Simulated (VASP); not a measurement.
Input of a VASP 6.6.1 run:

Contents of INCAR:

```
SYSTEM = Hg
ALGO = Normal
EDIFF = 1E-6
ENCUT = 520
GGA = PE
ISIF = 2
ISMEAR = -1
LASPH = .TRUE.
LCHARG = .FALSE.
LREAL = .FALSE.
LWAVE = .FALSE.
NBANDS = 25
NELM = 100
PREC = Accurate
SIGMA = 0.05
```

File KPOINTS:

```
k-points
0
G
  7 7 7
  0 0 0
```

File POSCAR:

```
Hg
1.0
    4.5095292832      0.0000000000      0.0000000000
   -2.2547646416      3.9053669184      0.0000000000
    0.0000000000      0.0000000000      3.8440260630
Hg
3
Direct
    0.6666666667      0.3333333333      0.5000000000
    0.0000000000      0.0000000000      0.0000000000
    0.3333333333      0.6666666667      0.5000000000
```

Potentials or basis: VASP PAW PBE potentials, release 64 (Hg).

Run with:

```bash
$ cat potpaw_PBE.64/Hg/POTCAR > POTCAR
$ mpirun -np 1 vasp_std > vasp.out
```

Q: What does it give for the pressure?

A: 15.5 GPa.

Q: What does it give for the band gap on the k mesh?

A: Zero (bands 18 and 19 overlap by 5.30 eV).

Stress tensor (GPa, compression positive):
```
20.76  0.00  0.00
 0.00 20.76  0.00
 0.00  0.00  4.96
```

Caveat: the cell stands under pressure; spin-orbit coupling is left out, which moves the levels of the heavy elements.
